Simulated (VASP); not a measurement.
# BN (R3m) in VASP: vibrations by perturbation theory with LDA

Aim: the vibrations by perturbation theory of BN with LDA.

All numbers are computed with VASP 6.6.1; they aren't measurements. Logs are shortened: lines on timing, memory, paths and dates and some standing lists are left out, and cuts for length are marked.

## 1. The cell of the first run

The structure is trigonal, space group R3m (No. 160). The conventional cell has a = 2.457 Å, b = 2.457 Å, c = 7.840 Å, α = 90.00°, β = 90.00°, γ = 120.00°. B (site symmetry 3m) has 3 N at 1.42 Å within 1.9 Å. N (site symmetry 3m) has 3 B at 1.42 Å within 1.9 Å.

## 2. Vibrations by perturbation theory, LDA

File INCAR:

```
SYSTEM = BN
ALGO = Normal
EDIFF = 1E-8
ENCUT = 520
IBRION = 8
ISIF = 2
ISMEAR = 0
LASPH = .TRUE.
LCHARG = .FALSE.
LEPSILON = .TRUE.
LREAL = .FALSE.
LWAVE = .FALSE.
NELM = 60
NSW = 1
PREC = Accurate
SIGMA = 0.01
```

File KPOINTS:

```
k-points
0
G
  12 12 12
  0 0 0
```

File POSCAR:

```
BN
1.0
    2.4461156353      0.0024202070     -0.2352017385
   -1.2138534241      2.1236860083      0.2352127104
   -0.9762510232     -0.8543463157      2.6757750290
B N
1 1
Direct
    0.9954392451      0.9936248175      0.0004500626
    0.6527097549      0.3222591825      0.9863549374
```

Potentials or basis: VASP PAW LDA potentials, release 64 (B, N).

Run with:

```sh
$ cat potpaw_LDA.64/B/POTCAR potpaw_LDA.64/N/POTCAR > POTCAR
$ mpirun -np 1 vasp_std > vasp.out
```

OUTCAR:

```text
SYSTEM = BN
   EDIFF = 1E-8
   ENCUT = 520
   IBRION = 8
   ISIF = 2
   ISMEAR = 0
   LASPH = .TRUE.
   LEPSILON = .TRUE.
   LREAL = .FALSE.
   NELM = 60
   NSW = 1
   PREC = Accurate

 ion  position               nearest neighbor table
   1  0.995  0.994  0.000-   2 1.42   2 1.42   2 1.42
   2  0.653  0.322  0.986-   1 1.42   1 1.42   1 1.42

  LATTYP: Found a trigonal (rhomboedric) cell.
 ALAT       =     2.9736754519
 COS(alpha) =     0.6585432444

  Lattice vectors:

 A1 = (  -0.9762510232,  -0.8543463157,   2.6757750290)
 A2 = (   1.4698646121,  -0.8519261087,   2.4405732905)
 A3 = (   0.2560111880,   1.2717598996,   2.6757860009)

Analysis of symmetry for initial positions (statically):
=====================================================================
 Subroutine PRICEL returns:
 Original cell was already a primitive cell.

 Routine SETGRP: Setting up the symmetry group for a
 trigonal (rhombohedral) supercell.

 Subroutine GETGRP returns: Found  6 space group operations
 (whereof  1 operations were pure point group operations)
 out of a pool of 12 trial point group operations.

The static configuration has the point symmetry C_1 .
 The point group associated with its full space group is C_3v.

Analysis of symmetry for dynamics (positions and initial velocities):
=====================================================================
 Subroutine PRICEL returns:
 Original cell was already a primitive cell.

 Routine SETGRP: Setting up the symmetry group for a
 trigonal (rhombohedral) supercell.

 Subroutine GETGRP returns: Found  6 space group operations
 (whereof  1 operations were pure point group operations)
 out of a pool of 12 trial point group operations.

The dynamic configuration has the point symmetry C_1 .
 The point group associated with its full space group is C_3v.

 Subroutine INISYM returns: Found  6 space group operations
[... 497 lines left out ...]
    -0.02726-16.26738  0.27373
   -16.27811  0.00613  1.54677
     0.47305  1.55076  0.35046

 MACROSCOPIC STATIC DIELECTRIC TENSOR (including local field effects in DFT)
 ------------------------------------------------------
           5.569546     0.007110    -0.127570
           0.007110     5.577691     0.073944
          -0.127570     0.073944     4.256094
 ------------------------------------------------------

 PIEZOELECTRIC TENSOR (including local field effects)  for field in x, y, z        (e  Angst)
          XX          YY          ZZ          XY          YZ          ZX
  --------------------------------------------------------------------------------
  x     0.02471     0.02669    -0.06916    -1.18966     0.12010     0.01296
  y    -1.19879     1.16900     0.04009     0.01093     0.15058     0.12010
  z     0.17676     0.31439    -0.67578     0.12010     0.04922    -0.08492

 PIEZOELECTRIC TENSOR (including local field effects)  for field in x, y, z        (C/m^2)
          XX          YY          ZZ          XY          YZ          ZX
  --------------------------------------------------------------------------------
  x     0.02896     0.03129    -0.08107    -1.39459     0.14079     0.01519
  y    -1.40530     1.37037     0.04700     0.01282     0.17652     0.14079
  z     0.20721     0.36855    -0.79220     0.14079     0.05770    -0.09955

 BORN EFFECTIVE CHARGES (including local field effects) (in |e|, cummulative output)
 ---------------------------------------------------------------------------------
 ion    1
    1     2.60866     0.00649    -0.11647
    2     0.00649     2.61609     0.06751
    3    -0.11647     0.06751     1.40937
 ion    2
    1    -2.60866    -0.00649     0.11647
    2    -0.00649    -2.61609    -0.06751
    3     0.11647    -0.06751    -1.40937

 INTERNAL STRAIN TENSOR FOR ION    2 for displacements in x,y,z  (eV/Angst):
          X           Y           Z          XY          YZ          ZX
  --------------------------------------------------------------------------------
  x    -0.01576    -0.00547     0.35055   -16.27815     1.54852     0.27268
  y   -16.17785    16.19013    -0.20317     0.14839     2.24636     1.54852
  z    -1.32670     0.44774     4.30196     1.54852    -0.29236     0.52359

 SECOND DERIVATIVES (NOT SYMMETRIZED)
 ------------------------------------
               1X          1Y          1Z          2X          2Y          2Z
  1X   -47.004599   -0.202456    3.631179   47.004599    0.202456   -3.631179
  1Y    -0.202456  -47.236526   -2.104777    0.202456   47.236526    2.104777
  1Z     3.631179   -2.104777   -9.611628   -3.631179    2.104777    9.611628
  2X    47.011802    0.202277   -3.627958  -47.011802   -0.202277    3.627958
  2Y     0.202277   47.243524    2.102910   -0.202277  -47.243524   -2.102910
  2Z    -3.627958    2.102910    9.652002    3.627958   -2.102910   -9.652002

 Eigenvectors and eigenvalues of the dynamical matrix
 ----------------------------------------------------

   1 f  =   43.557321 THz   273.678719 2PiTHz 1452.915834 cm-1   180.138524 meV
             X         Y         Z           dx          dy          dz
      1.228405  2.112172  0.000788    -0.645920    0.374356    0.083020
      0.242498 -0.156732  2.561545     0.567628   -0.328980   -0.072958
[... 21 lines left out ...]
   6 f/i=    0.021145 THz     0.132859 2PiTHz    0.705327 cm-1     0.087449 meV
             X         Y         Z           dx          dy          dz
      1.228405  2.112172  0.000788     0.063193   -0.036629    0.656869
      0.242498 -0.156732  2.561545     0.071754   -0.041591    0.745862

--------------------------------------------------------------------------------------------------------

 MACROSCOPIC STATIC DIELECTRIC TENSOR IONIC CONTRIBUTION
 ------------------------------------------------------
           1.927022    -0.004716     0.084550
          -0.004716     1.921619    -0.049008
           0.084550    -0.049008     2.797869
 ------------------------------------------------------

 ELASTIC MODULI CONTR FROM IONIC RELAXATION (kBar)
 Direction    XX          YY          ZZ          XY          YZ          ZX
 --------------------------------------------------------------------------------
 XX        -646.4756    640.0107     25.5166     10.3175     86.2104     65.0727
 YY         640.0107   -643.8452     24.1858     -8.0240    -89.3326    -59.6611
 ZZ          25.5166     24.1858   -240.0469     -1.1590     14.9079    -25.7444
 XY          10.3175     -8.0240     -1.1590   -654.0291     61.8728      9.5777
 YZ          86.2104    -89.3326     14.9079     61.8728    -19.0061     -7.9355
 ZX          65.0727    -59.6611    -25.7444      9.5777     -7.9355     -8.9718
 --------------------------------------------------------------------------------

 PIEZOELECTRIC TENSOR IONIC CONTR  for field in x, y, z        (C/m^2)
          XX          YY          ZZ          XY          YZ          ZX
  --------------------------------------------------------------------------------
  x     0.00571     0.00546    -0.06975     1.04963    -0.09690    -0.02448
  y     1.04016    -1.04663     0.04043    -0.00991    -0.14557    -0.09690
  z     0.13527     0.02422    -0.76841    -0.09690     0.04934    -0.08609
```

OSZICAR:

```text
N       E                     dE             d eps       ncg     rms          rms(c)
DAV:   1     0.736627506745E+01    0.73663E+01   -0.51400E+03  3160   0.968E+02
DAV:   2    -0.209042873926E+02   -0.28271E+02   -0.26986E+02  4184   0.158E+02
DAV:   3    -0.210957140021E+02   -0.19143E+00   -0.19143E+00  3568   0.159E+01
DAV:   4    -0.210959318626E+02   -0.21786E-03   -0.21786E-03  4784   0.520E-01
[... 134 lines left out ...]
RMM:  10    -0.233917206557E+00   -0.33428E-07   -0.28770E-07 35433   0.772E-05    0.211E-06
RMM:  11    -0.233917214383E+00   -0.78257E-08   -0.24721E-07 34722   0.753E-05    0.818E-07
RMM:  12    -0.233917213750E+00    0.63319E-09   -0.25866E-07 32536   0.751E-05    0.216E-07
RMM:  13    -0.233917213742E+00    0.83243E-11   -0.24751E-07 32035   0.750E-05    0.985E-08
 Linear response finished
```

Wall time 11 min (1 thread of Intel Xeon 8259CL, shared host); peak memory 0.34 GiB.

What came out:

| Quantity | Value |
| --- | --- |
| Electronic dielectric tensor (diagonal) | 5.57, 5.58, 4.26 |
| Born charges (mean of the diagonal) | B +2.21; N -2.21 e |
| Highest phonon frequency at Γ, LO-TO splitting left out | 1453 cm⁻¹ |

Phonon frequencies in cm⁻¹ (negative: imaginary):
| q point | frequencies |
| --- | --- |
| (0.000, 0.000, 0.000) | -1 0 0 639 1453 1453 |

Electronic dielectric tensor:
```
 5.57  0.01 -0.13
 0.01  5.58  0.07
-0.13  0.07  4.26
```

Born effective charge tensors (e):
atom 1, B
```
 2.61  0.01 -0.12
 0.01  2.62  0.07
-0.12  0.07  1.41
```
atom 2, N
```
-2.61 -0.01  0.12
-0.01 -2.62 -0.07
 0.12 -0.07 -1.41
```

Caveat: the cell stands under pressure or tension, which shifts response properties.
